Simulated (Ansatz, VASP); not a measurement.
## One calculation of Si2Ni, two programs

File INCAR:

```
SYSTEM = Si2Ni
ALGO     = Normal         ! electronic algorithm
DIPOL    = 0.5 0.5 0.501
EDIFF    = 1E-6           ! SCF threshold, eV
ENCUT    = 520            ! plane-wave cutoff, eV
GGA      = PE             ! functional
IDIPOL   = 3            
ISIF     = 2              ! what is computed and relaxed
ISMEAR   = 0              ! smearing method
LASPH    = .True.         ! aspherical terms in the spheres
LCHARG   = .False.        ! write CHGCAR
LDIPOL   = .True.       
LREAL    = .False.        ! projectors in reciprocal space
LWAVE    = .False.        ! write WAVECAR
NBANDS   = 48             ! bands
NELM     = 80             ! most SCF steps
PREC     = Accurate       ! precision mode
SIGMA    = 0.1            ! smearing width, eV
```

The input KPOINTS:

```
k-points
0
Gamma
  15 15 1
  0 0 0
```

Contents of POSCAR:

```
Si2Ni
1.0
    3.8148410800      0.0000000000      0.0000000000
   -1.9074205400      3.3037492900      0.0000000000
    0.0000000000      0.0000000000     27.9018166139
Si Ni
8 4
Direct
    0.0000000000      0.0000000000      0.3046396626
    0.3333333332      0.6666666663      0.3604569034
    0.6666666668      0.3333333332      0.4162741441
    0.0000000000      0.0000000000      0.4720913848
    0.3333333332      0.6666666663      0.5283271919
    0.6666666668      0.3333333332      0.5858145832
    0.0000000000      0.0000000000      0.6423128679
    0.3333333332      0.6666666663      0.6944479789
    0.6666666668      0.3333333332      0.3325482882
    0.3333333332      0.6666666663      0.4441827593
    0.0000000000      0.0000000000      0.5571199833
    0.6666666668      0.3333333332      0.6689343852
```

Input for Ansatz:

```yaml
crystal:
  lattice:
    - [3.81484108, 0.0, 0.0]
    - [-1.90742054, 3.30374929, 0.0]
    - [0.0, 0.0, 27.9018166139]
  atoms:
    - { symbol: Si, position: [0.0, 0.0, 0.3046396626] }
    - { symbol: Ni, position: [0.6666666668, 0.3333333332, 0.3325482882] }
    - { symbol: Si, position: [0.3333333332, 0.6666666663, 0.3604569034] }
    - { symbol: Si, position: [0.6666666668, 0.3333333332, 0.4162741441] }
    - { symbol: Ni, position: [0.3333333332, 0.6666666663, 0.4441827593] }
    - { symbol: Si, position: [0.0, 0.0, 0.4720913848] }
    - { symbol: Si, position: [0.3333333332, 0.6666666663, 0.5283271919] }
    - { symbol: Ni, position: [0.0, 0.0, 0.5571199833] }
    - { symbol: Si, position: [0.6666666668, 0.3333333332, 0.5858145832] }
    - { symbol: Si, position: [0.0, 0.0, 0.6423128679] }
    - { symbol: Ni, position: [0.6666666668, 0.3333333332, 0.6689343852] }
    - { symbol: Si, position: [0.3333333332, 0.6666666663, 0.6944479789] }
basis:
  ecutwfc: 420.0
  fft_grid_basis: typed
kpoints:
  mp_grid: { grid: [15, 15, 1] }
hamiltonian:
  xc: pbe
  pseudopotentials: { kind: paw }
scf:
  occupations: { method: gaussian, width: 0.1 }
output:
  forces: true
  eigenvalues: true
  band_densities:
    - { e_range: [-2.0, -1.0] }
    - { e_range: [-1.0, -0.5] }
    - { e_range: [-0.5, -0.25] }
    - { e_range: [-0.25, 0.0] }
    - { e_range: [0.0, 0.25] }
    - { e_range: [0.25, 0.5] }
    - { e_range: [0.5, 1.0] }
    - { e_range: [1.0, 1.5] }
  band_residual_tolerance: 1.0e-05
  write_potential: true
  elf: true
  write_density: true
  volumetric_format: npy
efield:
  axis: 3
  dipole_correction: true
  ramp_width: 0.04
checkpoint:
  read: start.run
  write: ck
  compress: false
  write_wavefunctions: false
  write_every: 100000
```

Alike in both runs: task single point; functional PBE; k mesh 15 × 15 × 1; occupations gaussian, width 0.1 eV; no spin polarisation.

|  | VASP | Ansatz |
| --- | --- | --- |
| version | VASP 6.6.1 | Ansatz 0.2.0 |
| potentials or method | VASP PAW PBE potentials, release 64 (Si, Ni), cutoff 520 eV | scalar-relativistic, plane waves, PAW |
| valence electrons in the cell | 72 | 104 |

|  | VASP | Ansatz | Ansatz less VASP |
| --- | --- | --- | --- |
| gap on the k mesh at the Fermi level (eV) | none | none | - |
| rms of the force components (eV/Å) | 0.148 | 0.148 | +0.0005 |

A gap of «none» marks a metal or a gap that the smearing closes. With one functional, cell and mesh, what is left measures potentials, basis and numerics. VASP's potentials hold 72 valence electrons a cell and Ansatz's 104, so a difference there can come from the potentials and not from the codes. Ansatz's warnings: xc potential rough in thin density.
